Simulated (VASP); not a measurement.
A run of VASP 6.6.1:

The input POSCAR:

```
BaTiO3
1.0
   -4.0619648800     -4.0517048100      0.0000000000
   -4.0414649800      4.0517048100      0.0000000000
   -0.0102499500     -0.0102297100     -4.0516845700
Ba Ti O
2 2 6
Direct
    0.0000000000      0.0000000000      0.0000000000
    0.5000000000      0.5000000000      0.0000000000
    0.5130000000      0.0000000000      0.5130000000
    0.0130000000      0.5000000000      0.5130000000
    0.9908000000      0.5000000000      0.9811000000
    0.4908000000      0.0000000000      0.9811000000
    0.7359500000      0.2451500000      0.4908000000
    0.2359500000      0.7451500000      0.4908000000
    0.7359500000      0.7548500000      0.4908000000
    0.2359500000      0.2548500000      0.4908000000
```

The input INCAR.step1:

```
SYSTEM = BaTiO3
ALGO = Normal ; EDIFF = 1E-4
ENCUT = 520 ; GGA = PE
ISMEAR = -1 ; LASPH = .TRUE.
LCHARG = .FALSE. ; LDAU = .TRUE.
LDAUJ = 0 0 0 ; LDAUL = -1 2 -1
LDAUTYPE = 2 ; LDAUU = 0 1.8 0
LMAXMIX = 4 ; LREAL = .FALSE.
LWAVE = .TRUE. ; NBANDS = 51
NELM = 150 ; PREC = Accurate
SIGMA = 0.05
```

Contents of INCAR.step2:

```
SYSTEM = BaTiO3
ALGO = Normal ; EDIFF = 1E-7
ENCUT = 520 ; ISIF = 2
ISMEAR = -1 ; ISTART = 1
LASPH = .TRUE. ; LCHARG = .FALSE.
LDAU = .TRUE. ; LDAUJ = 0 0 0
LDAUL = -1 2 -1 ; LDAUPRINT = 1
LDAUTYPE = 2 ; LDAUU = 0 1.8 0
LMAXMIX = 4 ; LMIXTAU = .TRUE.
LREAL = .FALSE. ; LWAVE = .FALSE.
METAGGA = R2SCAN ; NBANDS = 51
NELM = 150 ; PREC = Accurate
SIGMA = 0.05
```

KPOINTS

```
k-points
0
G
  5 5 6
  0 0 0
```

Potentials or basis: VASP PAW PBE potentials, release 64 (Ba_sv, Ti_sv, O).

The run is started by

```console
$ cat potpaw_PBE.64/Ba_sv/POTCAR potpaw_PBE.64/Ti_sv/POTCAR potpaw_PBE.64/O/POTCAR > POTCAR
$ cp INCAR.step1 INCAR
$ mpirun -np 1 vasp_std > vasp.out
$ cp INCAR.step2 INCAR
$ mpirun -np 1 vasp_std > vasp.out
```

Hardware: 1 thread of Oxide Virtual Turin-like Processor (shared host).

How long does it take, and how much memory?

Wall time 28 min on 1 thread of Oxide Virtual Turin-like Processor, with other jobs on the host, peak memory 0.42 GiB. Counts: k points 48.
